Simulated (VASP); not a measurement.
# Y2Si3O (P-3m1) in VASP: a series of runs

The runs below take Y2Si3O through single point, with PBE.

Program: VASP 6.6.1. These are calculated values, not measurements. Logs are shortened: lines on timing, memory, paths and dates and some standing lists are left out, and cuts for length are marked.

## Step 1: The cell of the first run

Symmetry: P-3m1, No. 164, trigonal system. Conventional cell: a = 4.016 Å, b = 4.016 Å, c = 7.373 Å, α = 90.00°, β = 90.00°, γ = 120.00°. Within 3.5 Å of Y (site symmetry 3m) lie 3 O at 2.65 Å and 7 Si at 2.89 to 3.33 Å and 3 Y at 3.47 Å. Si (site symmetry 3m) has 6 Si at 2.42 to 2.68 Å and 4 Y at 2.89 to 3.07 Å within 3.2 Å. Si (site symmetry -3m) has 6 Si at 2.42 Å within 3.2 Å. O (site symmetry -3m) has 6 Y at 2.65 Å within 3.5 Å.

The cell was built from a structure type or drawn by symmetry, and may not be a known phase.

## Step 2: Single point, PBE

The input, INCAR:

```
SYSTEM = Y2Si3O
  ALGO = Normal
  EDIFF = 1E-6
  ENCUT = 520
  GGA = PE
  ISIF = 2
  ISMEAR = 0
  LASPH = .True.
  LCHARG = .False.
  LREAL = .False.
  LWAVE = .False.
  NBANDS = 29
  NELM = 60
  PREC = Accurate
  SIGMA = 0.1
```

The input, KPOINTS:

```
k-points
0
Gamma
  6 6 4
  0 0 0
```

The input, POSCAR:

```
Y2Si3O
1.0
    4.0157948723      0.0000000000      0.0000000000
   -2.0078974362      3.4777803758      0.0000000000
    0.0000000000      0.0000000000      7.3727453467
Y Si O
2 3 1
Direct
    0.6666666667      0.3333333333      0.8247862935
    0.3333333333      0.6666666667      0.1752137065
    0.6666666667      0.3333333333      0.4082359413
    0.3333333333      0.6666666667      0.5917640587
    0.0000000000      0.0000000000      0.5000000000
    0.0000000000      0.0000000000      0.0000000000
```

Potentials or basis: VASP PAW PBE potentials, release 64 (Y_sv, Si, O).

Started as:

```sh
$ cat potpaw_PBE.64/Y_sv/POTCAR potpaw_PBE.64/Si/POTCAR potpaw_PBE.64/O/POTCAR > POTCAR
$ mpirun -np 1 vasp_std > vasp.out
```

OUTCAR:

```text
SYSTEM = Y2Si3O
   EDIFF = 1E-6
   ENCUT = 520
   GGA = PE
   ISIF = 2
   ISMEAR = 0
   LASPH = .True.
   LREAL = .False.
   NELM = 60
   PREC = Accurate

 ion  position               nearest neighbor table
   1  0.667  0.333  0.825-   6 2.65   6 2.65   6 2.65   4 2.89   4 2.89   4 2.89   3 3.07   5 3.33
                             5 3.33   5 3.33   2 3.47   2 3.47   2 3.47
   2  0.333  0.667  0.175-   6 2.65   6 2.65   6 2.65   3 2.89   3 2.89   3 2.89   4 3.07   5 3.33
                             5 3.33   5 3.33   1 3.47   1 3.47   1 3.47
   3  0.667  0.333  0.408-   5 2.42   5 2.42   5 2.42   4 2.68   4 2.68   4 2.68   2 2.89   2 2.89
                             2 2.89   1 3.07
   4  0.333  0.667  0.592-   5 2.42   5 2.42   5 2.42   3 2.68   3 2.68   3 2.68   1 2.89   1 2.89
                             1 2.89   2 3.07
   5  0.000  0.000  0.500-   3 2.42   4 2.42   3 2.42   4 2.42   3 2.42   4 2.42   1 3.33   2 3.33
                             2 3.33   1 3.33   1 3.33   2 3.33
   6  0.000  0.000  0.000-   1 2.65   2 2.65   1 2.65   2 2.65   1 2.65   2 2.65

  LATTYP: Found a hexagonal cell.
 ALAT       =     4.0157948723
 C/A-ratio  =     1.8359367401

  Lattice vectors:

 A1 = (   4.0157948723,   0.0000000000,   0.0000000000)
 A2 = (  -2.0078974362,   3.4777803758,   0.0000000000)
 A3 = (   0.0000000000,   0.0000000000,   7.3727453467)

Analysis of symmetry for initial positions (statically):
=====================================================================
 Subroutine PRICEL returns:
 Original cell was already a primitive cell.

 Routine SETGRP: Setting up the symmetry group for a
 hexagonal supercell.

 Subroutine GETGRP returns: Found 12 space group operations
 (whereof 12 operations were pure point group operations)
 out of a pool of 24 trial point group operations.

The static configuration has the point symmetry D_3d.

Analysis of symmetry for dynamics (positions and initial velocities):
=====================================================================
 Subroutine PRICEL returns:
 Original cell was already a primitive cell.

 Routine SETGRP: Setting up the symmetry group for a
 hexagonal supercell.

 Subroutine GETGRP returns: Found 12 space group operations
 (whereof 12 operations were pure point group operations)
 out of a pool of 24 trial point group operations.

The dynamic configuration has the point symmetry D_3d.

 Subroutine INISYM returns: Found 12 space group operations
 (whereof 12 operations are pure point group operations),
 and found     1 'primitive' translations

[... 106 lines left out ...]
   NFREE  =      0    steps in history (QN), initial steepest desc. (CG)
   ISIF   =      2    stress and relaxation
   ISYM   =      2    0-nonsym 1-usesym 2-fastsym
   POTIM  = 0.5000    time-step for ionic-motion
   TEBEG  =    0.0;   TEEND  =   0.0 temperature during run
   PSTRESS=    0.0 pullay stress
   NELECT =      40.0000    total number of electrons
   NUPDOWN=      -1.0000    fix difference up-down
   EMIN   =  10.00;   EMAX   =-10.00  energy-range for DOS
   EFERMI =   0.00;   METHOD = LEGACY
   ISMEAR =     0;   SIGMA  =   0.10  broadening in eV -4-tet -1-fermi 0-gaus
   EFERMI_NEDOS =   21; number of points for ismear=-14 and -15
   IALGO  =     38    algorithm
   IMIX   =      4    mixing-type and parameters
     AMIX     =   0.40;   BMIX     =  1.00
     AMIX_MAG =   1.60;   BMIX_MAG =  1.00
  volume/ion in A,a.u.               =      17.16       115.81
  Fermi-wavevector in a.u.,A,eV,Ry     =   1.194521  2.257318 19.413893  1.426881
  Thomas-Fermi vector in A             =   2.330509
   LORBIT       =      0    0 simple, 1 ext, 2 COOP (PROOUT), +10 PAW based schemes
   GGA     = PE    functional components
   LHFCALC =     F    Hartree Fock is set to
   AEXX    =    0.0000 exact exchange contribution
   IVDW    =     0    specifies the selected vdW correction
   LEPSILON=     F    determine dielectric tensor
   LRPA    =     F    only Hartree local field effects (RPA)
 non-spin polarized calculation
 Gauss-broadening in eV      SIGMA  =   0.10
  energy-cutoff  :      520.00
  volume of cell :      102.97
 maximum number of plane-waves:      2824
 NGX is ok and might be reduce to    30
   NGX = 15   NGY = 15   NGZ = 27

 number of electron      39.9999999 magnetization

 Free energy of the ion-electron system (eV)
  ---------------------------------------------------
  ext. energy  EPLUGINS =         0.00000000
  ---------------------------------------------------
  free energy    TOTEN  =       -39.22553476 eV

  energy without entropy =      -39.21138034  energy(sigma->0) =      -39.21845755

 E-fermi :   7.1926     XC(G=0): -10.6918

 val. band max:        7.0797289089   @ k =   0.0000   0.3333   0.2500
 cond. band min:       7.1956117221   @ k =   0.1667  -0.0000   0.0000
 fundamental gap:      0.1158828132
 Fermi energy:         7.1925831305

 k-point     1 :       0.0000    0.0000    0.0000
  band No.  band energies     occupation
      1     -36.1104      2.00000
      2     -36.0601      2.00000
      3     -16.4077      2.00000
      4     -16.0522      2.00000
      5     -16.0522      2.00000
      6     -16.0217      2.00000
[... 757 lines left out ...]
     28      10.0826      0.00000
     29      11.2205      0.00000

------------------------ aborting loop because EDIFF is reached ----------------------------------------

  FORCE on cell =-STRESS in cart. coord.  units (eV):
  Direction    XX          YY          ZZ          XY          YZ          ZX
  --------------------------------------------------------------------------------------
  -------------------------------------------------------------------------------------
  Total       -0.1228216     -0.1228216     -0.1117912      0.0000000     -0.0000000      0.0000000
  in kB       -1.9110957     -1.9110957     -1.7394627      0.0000000     -0.0000000      0.0000000
  external PRESSURE =      -1.8538847 kB  Pullay stress =       0.0000000 kB

 VOLUME and BASIS-vectors are now :
 -----------------------------------------------------------------------------
  energy-cutoff  :      520.00
  volume of cell :      102.97
      direct lattice vectors                 reciprocal lattice vectors
     4.015794872  0.000000000  0.000000000     0.249016703  0.143769861  0.000000000
    -2.007897436  3.477780376  0.000000000     0.000000000  0.287539721  0.000000000
     0.000000000  0.000000000  7.372745347     0.000000000  0.000000000  0.135634686

 POSITION                                       TOTAL-FORCE (eV/Angst)
 -----------------------------------------------------------------------------------
      2.00790      1.15926      6.08094         0.000000     -0.000000      0.010294
     -0.00000      2.31852      1.29181        -0.000000      0.000000     -0.010294
      2.00790      1.15926      3.00982        -0.000000     -0.000000      0.038322
     -0.00000      2.31852      4.36293         0.000000      0.000000     -0.038322
      0.00000      0.00000      3.68637         0.000000      0.000000      0.000000
      0.00000      0.00000      0.00000         0.000000      0.000000      0.000000
 -----------------------------------------------------------------------------------
    total drift:                                0.000000      0.000000     -0.000000

  FREE ENERGIE OF THE ION-ELECTRON SYSTEM (eV)
  ---------------------------------------------------
  free  energy   TOTEN  =       -39.2255347572 eV

  energy  without entropy=      -39.2113803368  energy(sigma->0) =      -39.21845755
```

Run time: 50 s. Hardware: 1 thread of Intel Xeon 6975P-C (Granite Rapids), shared host; peak memory 0.26 GiB.

What came out:

```yaml
Free_energy: -39.2255 eV
Pressure: -0.2 GPa
Largest_force: 0.038 eV/Å
Band_gap_on_the_k_mesh: zero (bands 20 and 21 overlap by 1.29 eV)
```

Forces in eV/Å, atoms in the order of the input:
```
Y    0.000  0.000  0.010
Y    0.000  0.000 -0.010
Si   0.000  0.000  0.038
Si   0.000  0.000 -0.038
Si   0.000  0.000  0.000
O    0.000  0.000  0.000
```

## Step 3: Single point, PBE

This run uses another cell than the first one, of 18.44 Å³/atom.

The input, INCAR:

```
ALGO = Normal ; EDIFF = 1E-7
ENCUT = 520 ; GGA = PE
ISIF = 2 ; ISMEAR = 0
LASPH = T ; LCHARG = T
LELF = T ; LREAL = F
LVHAR = T ; LWAVE = F
NBANDS = 29 ; NELM = 60
PREC = Accurate ; SIGMA = 0.1
```

The input, KPOINTS:

```
k-points
0
Gamma
  6 6 4
```

The input, POSCAR:

```
Y2Si3O
1.0
    4.3144334800      0.0000000000      0.0000000000
   -2.1572167400      3.7364090000      0.0000000000
    0.0000000000      0.0000000000      6.8631498800
Y Si O
2 3 1
Direct
    0.6666666700      0.3333333300      0.7472822100
    0.3333333300      0.6666666700      0.2527177900
    0.6666666700      0.3333333300      0.3520774200
    0.3333333300      0.6666666700      0.6479225800
    0.0000000000      0.0000000000      0.5000000000
    0.0000000000      0.0000000000      0.0000000000
```

Potentials or basis: VASP PAW PBE potentials, release 64 (Y_sv, Si, O).

Started as:

```sh
$ cat potpaw_PBE.64/Y_sv/POTCAR potpaw_PBE.64/Si/POTCAR potpaw_PBE.64/O/POTCAR > POTCAR
$ mpirun -np 1 vasp_std > vasp.out
```

Run time: 54 s. Hardware: 1 thread of Intel Xeon 6975P-C (Granite Rapids), shared host; peak memory 0.27 GiB.

It converged, with:

| Quantity | Value |
| --- | --- |
| Free energy | -34.6929 eV |
| Pressure | 7.7 GPa |
| Largest force | 4.551 eV/Å |
| Band gap on the k mesh | zero (bands 20 and 21 overlap by 0.47 eV) |

Forces on the atoms (eV/Å):
```
Y    0.000  0.000  4.551
Y    0.000  0.000 -4.551
Si   0.000  0.000  1.035
Si   0.000  0.000 -1.035
Si   0.000  0.000  0.000
O    0.000  0.000  0.000
```

Stress tensor (GPa, compression positive):
```
7.57 0.00 0.00
0.00 7.57 0.00
0.00 0.00 8.02
```

Levels at points of the mesh, in eV from the Fermi level:
| k point | band 18 | band 19 | band 20 | band 21 | band 22 | band 23 |
| --- | --- | --- | --- | --- | --- | --- |
| (0.00, 0.00, 0.00) | -1.56 | -1.41 | -1.41 | 0.61 | 0.61 | 0.73 |
| (0.50, 0.00, 0.00) | -1.16 | -0.71 | 0.01 | 0.48 | 1.22 | 1.31 |
| (0.00, 0.00, 0.50) | -1.07 | -1.07 | -0.48 | -0.42 | 0.76 | 1.00 |
| (0.50, 0.00, 0.50) | -1.63 | -0.21 | 0.06 | 0.75 | 1.20 | 1.33 |

Caveat: the cell stands under pressure; forces of over 1 eV/Å act on the atoms, so gaps and moduli don't describe the material at rest.
